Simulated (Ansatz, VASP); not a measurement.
# One calculation of C, two programs

```
C
1.0
     3.39524    1.96024    0.79103
    -3.39524    1.96024    0.79103
     0.00000   -3.92049    0.79103
C
6
Direct
  0.80621 0.18515 0.80621
  0.19379 0.19379 0.81485
  0.18515 0.80621 0.80621
  0.81485 0.19379 0.19379
  0.80621 0.80621 0.18515
  0.19379 0.81485 0.19379
```

Alike in both runs: task single point; functional PBE; k mesh 6 × 6 × 6; occupations gaussian, width 0.1 eV; no spin polarisation.

|  | VASP | Ansatz |
| --- | --- | --- |
| version | VASP 6.6.1 | Ansatz 0.2.0 |
| potentials or method | VASP PAW PBE potentials, release 64 (C), cutoff 520 eV | scalar-relativistic, plane waves, PAW |
| valence electrons in the cell | 24 | 24 |

```tsv
	VASP	Ansatz	Ansatz less VASP
gap on the k mesh at the Fermi level (eV)	1.62	1.62	+0.002
least direct gap on the mesh (eV)	4.19	4.20	+0.010
rms of the force components (eV/Å)	1.617	1.641	+0.0243
```

Atom by atom the forces differ by 0.027 eV/Å (rms over components). With one functional, cell and mesh, what is left measures potentials, basis and numerics.

The k mesh is coarse, so the values compare programs but aren't converged.
